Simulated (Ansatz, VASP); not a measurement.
## N in VASP and in Ansatz

```xyz
2
Lattice="2.5195 0.0000 0.0000 -1.2597 2.1819 0.0000 0.0000 0.0000 2.4460" Properties=species:S:1:pos:R:3 pbc="T T T"
N     0.0000    1.4546    1.8345
N     1.2597    0.7273    0.6115
```

Alike in both runs: functional LDA; k mesh 12 × 12 × 11; occupations fermi-dirac, width 0.02 eV; no spin polarisation.

```csv
,VASP,Ansatz
version,VASP 6.6.1,Ansatz 0.2.0
potentials or method,"VASP PAW LDA potentials, release 64 (N), cutoff 520 eV","all-electron LAPW, scalar-relativistic"
task,single point,atomic charges
```

|  | VASP | Ansatz | Ansatz less VASP |
| --- | --- | --- | --- |
| gap on the k mesh at the Fermi level (eV) | none | none | - |
| pressure (GPa) | -7.0 | -7.3 | -0.37 |
| traceless stress, the component that is largest in VASP (GPa) | -8.77 | -8.94 | -0.170 |

LDA's correlation is that of Perdew and Zunger in VASP and of Perdew and Wang (1992) in Ansatz. A gap of «none» marks a metal or a gap that the smearing closes. Ansatz ran all-electron here, and VASP with PAW potentials.
